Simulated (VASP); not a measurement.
Crystal: TaSi3.

```
Ta Si
1.0
    -1.84162    1.84162    4.08952
     1.84162   -1.84162    4.08952
     1.84162    1.84162   -4.08952
Ta Si
1 3
Direct
  0.50000 0.50000 0.00000
  0.00000 0.00000 0.00000
  0.75000 0.25000 0.50000
  0.25000 0.75000 0.50000
```

```yaml
Program: VASP 6.6.1
Task: relaxation of cell and atoms
Functional: PBEsol
Potentials_or_basis: VASP PAW PBE potentials, release 64 (Ta_pv, Si)
Cutoff: 600 eV
k_mesh: 16 × 16 × 16
Occupations: gaussian, width 0.1 eV
Spin: no spin polarisation
```

At the start: pressure 5.1 GPa; volume 13.87 Å³/atom.

Task: Where does the relaxation end?

Result: Over 6 steps the energy falls by 6.9 meV/atom and the volume is 14.31 Å³/atom (+3.2 %); space group I4/mmm (No. 139, to 0.1 Å) before and after.

Step by step:
```csv
step,energy change (eV),largest force (eV/Å),pressure (GPa),volume (Å³)
1,0.0000,0.0000,5.09,55.48
2,-0.0009,0.0000,-4.49,59.09
3,-0.0275,0.0000,-0.01,57.26
4,-0.0275,0.0000,0.08,57.23
5,-0.0275,0.0000,0.08,57.23
6,-0.0276,0.0000,0.07,57.24
```

Final structure:
```
Ta Si
1.0
    -1.86007    1.86007    4.13601
     1.86007   -1.86007    4.13601
     1.86007    1.86007   -4.13601
Ta Si
1 3
Direct
  0.50000 0.50000 0.00000
  0.00000 0.00000 0.00000
  0.75000 0.25000 0.50000
  0.25000 0.75000 0.50000
```

Caveat: the PAW data sets were made with another functional, which shifts forces and pressure a little; an odd number of electrons without spin polarisation forces a metal; a magnetic or distorted state may lie lower.
